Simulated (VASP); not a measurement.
# TiAl (Amm2) in VASP: single point with PBE

Aim: the single point of TiAl with PBE.

Program: VASP 6.6.1. These are calculated values, not measurements. Logs are shortened: lines on timing, memory, paths and dates and some standing lists are left out, and cuts for length are marked.

## Step 1: The cell of the first run

Symmetry: Amm2, No. 38, orthorhombic system. Conventional cell: a = 4.902 Å, b = 3.037 Å, c = 5.166 Å, α = 90.00°, β = 90.00°, γ = 90.00°. Ti (site symmetry mm2) has 6 Al at 2.88 to 3.08 Å and 6 Ti at 3.00 to 3.04 Å within 3.8 Å. Within 3.8 Å of Al (site symmetry mm2) lie 6 Ti at 2.88 to 3.08 Å and 6 Al at 3.00 to 3.04 Å.

## Step 2: Single point, PBE (strained and its atoms moved)

The input, INCAR:

```
SYSTEM = TiAl
PREC = Accurate
ENCUT = 520
EDIFF = 1E-6
ISMEAR = 0
SIGMA = 0.1
LREAL = .False.
LASPH = .True.
NELM = 60
ALGO = Fast
ISIF = 2
LWAVE = .False.
LCHARG = .True.
GGA = PE
LELF = .True.
LVHAR = .True.
NBANDS = 14
```

The input, KPOINTS:

```
regular mesh
0
Gamma
  18 18 10
  0 0 0
```

The input, POSCAR:

```
TiAl
1.0
    3.0366314128      0.0000000000      0.0000000000
   -1.5183157063      2.5829930969      0.0000000000
    0.0000000000      0.0000000000      4.9022567374
Ti Al
1 1
Direct
    0.0201359423      0.0402718846      0.0000000000
    0.3131973877      0.6263947854      0.5000000000
```

Potentials or basis: VASP PAW PBE potentials, release 64 (Ti_sv, Al).

The run is started by

```console
$ cat potpaw_PBE.64/Ti_sv/POTCAR potpaw_PBE.64/Al/POTCAR > POTCAR
$ mpirun -np 1 vasp_std > vasp.out
```

OUTCAR:

```text
SYSTEM = TiAl
   PREC = Accurate
   ENCUT = 520
   EDIFF = 1E-6
   ISMEAR = 0
   LREAL = .False.
   LASPH = .True.
   NELM = 60
   ISIF = 2
   GGA = PE

 ion  position               nearest neighbor table
   1  0.020  0.040  0.000-   2 2.88   2 2.88   2 3.08   2 3.08   2 3.08   2 3.08
   2  0.313  0.626  0.500-   1 2.88   1 2.88   1 3.08   1 3.08   1 3.08   1 3.08

  Warning from LATTYP: Monoclinic adjustment (A1->A3, A2->A1, A3->A2)!
  LATTYP: Found a base centered orthorhombic cell.
 ALAT       =     3.0366314128
 B/A-ratio  =     1.7012226680
 C/A-ratio  =     1.6143733206

  Lattice vectors:

 A1 = (   1.5183157063,  -2.5829930969,   0.0000000000)
 A2 = (   1.5183157065,   2.5829930969,   0.0000000000)
 A3 = (   0.0000000000,   0.0000000000,   4.9022567374)

Analysis of symmetry for initial positions (statically):
=====================================================================
 Subroutine PRICEL returns:
 Original cell was already a primitive cell.

 Routine SETGRP: Setting up the symmetry group for a
 base centered orthorhombic supercell.

 Subroutine GETGRP returns: Found  4 space group operations
 (whereof  4 operations were pure point group operations)
 out of a pool of  8 trial point group operations.

The static configuration has the point symmetry C_2v.

Analysis of symmetry for dynamics (positions and initial velocities):
=====================================================================
 Subroutine PRICEL returns:
 Original cell was already a primitive cell.

 Routine SETGRP: Setting up the symmetry group for a
 base centered orthorhombic supercell.

 Subroutine GETGRP returns: Found  4 space group operations
 (whereof  4 operations were pure point group operations)
 out of a pool of  8 trial point group operations.

The dynamic configuration has the point symmetry C_2v.

 Subroutine INISYM returns: Found  4 space group operations
 (whereof  4 operations are pure point group operations),
 and found     1 'primitive' translations

----------------------------------------------------------------------------------------

                                     Primitive cell

  volume of cell :      38.4513

  direct lattice vectors                    reciprocal lattice vectors
     3.036631413  0.000000000  0.000000000     0.329312275  0.193573882  0.000000000
    -1.518315706  2.582993097  0.000000000     0.000000000  0.387147763  0.000000000
     0.000000000  0.000000000  4.902256737     0.000000000  0.000000000  0.203987684

  length of vectors
     3.036631413  2.996186897  4.902256737     0.381991390  0.387147763  0.203987684

  position of ions in fractional coordinates (direct lattice)
     0.020135942  0.040271885  0.000000000
[... 87 lines left out ...]
   TEBEG  =    0.0;   TEEND  =   0.0 temperature during run
   PSTRESS=    0.0 pullay stress
   NELECT =      15.0000    total number of electrons
   NUPDOWN=      -1.0000    fix difference up-down
   EMIN   =  10.00;   EMAX   =-10.00  energy-range for DOS
   EFERMI =   0.00;   METHOD = LEGACY
   ISMEAR =     0;   SIGMA  =   0.10  broadening in eV -4-tet -1-fermi 0-gaus
   EFERMI_NEDOS =   21; number of points for ismear=-14 and -15
   IALGO  =     68    algorithm
   IMIX   =      4    mixing-type and parameters
     AMIX     =   0.40;   BMIX     =  1.00
     AMIX_MAG =   1.60;   BMIX_MAG =  1.00
  volume/ion in A,a.u.               =      19.23       129.74
  Fermi-wavevector in a.u.,A,eV,Ry     =   1.196194  2.260478 19.468291  1.430879
  Thomas-Fermi vector in A             =   2.332140
   LORBIT       =      0    0 simple, 1 ext, 2 COOP (PROOUT), +10 PAW based schemes
   GGA     = PE    functional components
   LHFCALC =     F    Hartree Fock is set to
   AEXX    =    0.0000 exact exchange contribution
   IVDW    =     0    specifies the selected vdW correction
   LEPSILON=     F    determine dielectric tensor
   LRPA    =     F    only Hartree local field effects (RPA)
 non-spin polarized calculation
 RMM-DIIS sequential band-by-band and
 Gauss-broadening in eV      SIGMA  =   0.10
  energy-cutoff  :      520.00
  volume of cell :       38.45
 maximum number of plane-waves:      1065
   NGX = 11   NGY = 11   NGZ = 19

 number of electron      15.0000006 magnetization

 Free energy of the ion-electron system (eV)
  ---------------------------------------------------
  ext. energy  EPLUGINS =         0.00000000
  ---------------------------------------------------
  free energy    TOTEN  =       -11.84559539 eV

  energy without entropy =      -11.83122948  energy(sigma->0) =      -11.83841243

 E-fermi :   6.4735     XC(G=0): -10.3388

 val. band max:        6.4718762758   @ k =  -0.3333   0.1111   0.4000
 cond. band min:       6.4746722699   @ k =   0.1111   0.2222   0.4000
 fundamental gap:      0.0027959942
 Fermi energy:         6.4735346262

 k-point     1 :       0.0000    0.0000    0.0000
  band No.  band energies     occupation
      1     -50.3659      2.00000
      2     -26.6584      2.00000
      3     -26.3869      2.00000
      4     -26.3546      2.00000
      5      -1.7694      2.00000
      6       4.3464      2.00000
      7       4.7669      2.00000
      8       7.4743      0.00000
      9       7.6792      0.00000
     10       8.7809      0.00000
     11       8.7942      0.00000
     12       9.6907      0.00000
     13      18.0181      0.00000
     14      18.0635      0.00000
[... 377 lines left out ...]
      1     -50.3402      2.00000
      2     -26.6316      2.00000
      3     -26.5572      2.00000
      4     -26.4054      2.00000
      5      -0.3668      2.00000
      6       5.0672      2.00000
      7       5.5340      2.00000
      8       6.6797      0.00356
      9       8.4315      0.00000
     10       8.5728      0.00000
     11       9.2176      0.00000
     12       9.8318      0.00000
     13      11.4317      0.00000
     14      14.0839      0.00000

 [... further k-points ...]
[... 5 lines left out ...]
  --------------------------------------------------------------------------------------
  -------------------------------------------------------------------------------------
  Total       -2.9843014     -2.0025094     -2.8812902     -0.0000000      0.0000000      0.0000000
  in kB     -124.3488818    -83.4398990   -120.0566476     -0.0000000      0.0000000      0.0000000
  external PRESSURE =    -109.2818095 kB  Pullay stress =       0.0000000 kB

 VOLUME and BASIS-vectors are now :
 -----------------------------------------------------------------------------
  energy-cutoff  :      520.00
  volume of cell :       38.45
      direct lattice vectors                 reciprocal lattice vectors
     3.036631413  0.000000000  0.000000000     0.329312275  0.193573882  0.000000000
    -1.518315706  2.582993097  0.000000000     0.000000000  0.387147763  0.000000000
     0.000000000  0.000000000  4.902256737     0.000000000  0.000000000  0.203987684

 POSITION                                       TOTAL-FORCE (eV/Angst)
 -----------------------------------------------------------------------------------
      0.00000      0.10402      0.00000        -0.000000     -0.370957      0.000000
     -0.00000      1.61797      2.45113         0.000000      0.370957      0.000000
 -----------------------------------------------------------------------------------
    total drift:                               -0.000000      0.000037      0.000000

  FREE ENERGIE OF THE ION-ELECTRON SYSTEM (eV)
  ---------------------------------------------------
  free  energy   TOTEN  =       -11.8455953868 eV

  energy  without entropy=      -11.8312294831  energy(sigma->0) =      -11.83841243
```

OSZICAR:

```text
N       E                     dE             d eps       ncg     rms          rms(c)
DAV:   1     0.948747431561E+02    0.94875E+02   -0.67452E+03 15288   0.107E+03
DAV:   2    -0.709476090420E+01   -0.10197E+03   -0.97994E+02 15870   0.297E+02
DAV:   3    -0.134104347345E+02   -0.63157E+01   -0.61758E+01 24612   0.663E+01
[... 22 lines left out ...]
RMM:  26    -0.118455898462E+02   -0.31920E-05   -0.32965E-05 17380   0.194E-02    0.876E-04
RMM:  27    -0.118455918020E+02   -0.19558E-05   -0.20614E-05 15649   0.163E-02    0.118E-03
RMM:  28    -0.118455934895E+02   -0.16874E-05   -0.17204E-05 14795   0.140E-02    0.711E-04
RMM:  29    -0.118455945326E+02   -0.10431E-05   -0.11202E-05 14304   0.121E-02    0.674E-04
RMM:  30    -0.118455953868E+02   -0.85422E-06   -0.91466E-06 13492   0.107E-02
   1 F= -.11845595E+02 E0= -.11838412E+02  d E =-.143659E-01
```

It took 3.5 min on 1 thread of Intel Xeon 6975P-C (Granite Rapids), shared host; peak memory 0.4 GiB.

What came out:

```
Free energy            : -11.8456 eV
Pressure               : -10.9 GPa
Largest force          : 0.371 eV/Å
Band gap on the k mesh : zero (an odd number of electrons rules out a gap without spin polarisation)
```

Forces in eV/Å, atoms in the order of the input:
```
Ti   0.000 -0.371  0.000
Al   0.000  0.371  0.000
```

Caveat: the cell differs from its parent crystal (strained and its atoms moved); the cell stands under tension.
